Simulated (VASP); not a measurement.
## Pd: single point with HSE06

The system is Pd.

```
Pd
1.0
     0.00000    1.95678    1.95678
     1.95678    0.00000    1.95678
     1.95678    1.95678    0.00000
Pd
1
Direct
  0.00000 0.00000 0.00000
```

| Quantity | Value |
| --- | --- |
| Program | VASP 6.6.1 |
| Task | single point |
| Functional | HSE06 |
| Potentials or basis | VASP PAW PBE potentials, release 64 (Pd) |
| Cutoff | 520 eV |
| k mesh | 6 × 6 × 6 |
| Occupations | fermi-dirac, width 0.1 eV |
| Spin | no spin polarisation |

* Pressure: -1.2 GPa
* Band gap on the k mesh: zero (band 5 reaches 9.17 eV, above the bottom of band 6 at 6.98 eV)

Levels at points of the mesh, in eV from the Fermi level:
| k point | band 2 | band 3 | band 4 | band 5 | band 6 | band 7 | band 8 | band 9 |
| --- | --- | --- | --- | --- | --- | --- | --- | --- |
| (0.00, 0.00, 0.00) | -3.21 | -3.21 | -3.21 | -1.70 | -1.70 | 18.85 | 23.74 | 23.74 |
| (0.50, 0.00, 0.00) | -3.35 | -3.35 | -0.11 | -0.11 | 1.78 | 8.67 | 18.15 | 22.91 |
| (0.50, 0.50, 0.00) | -5.59 | -0.38 | 0.46 | 0.46 | 4.35 | 12.22 | 14.75 | 14.75 |

Run time: 5 min on 1 thread of AMD EPYC 9R45 96-Core Processor (Zen 5), with other jobs on the host, peak memory 0.21 GiB.

Caveat: the k points lie up to 0.46 Å⁻¹ apart; the PAW data sets were made with another functional, which shifts forces and pressure a little.
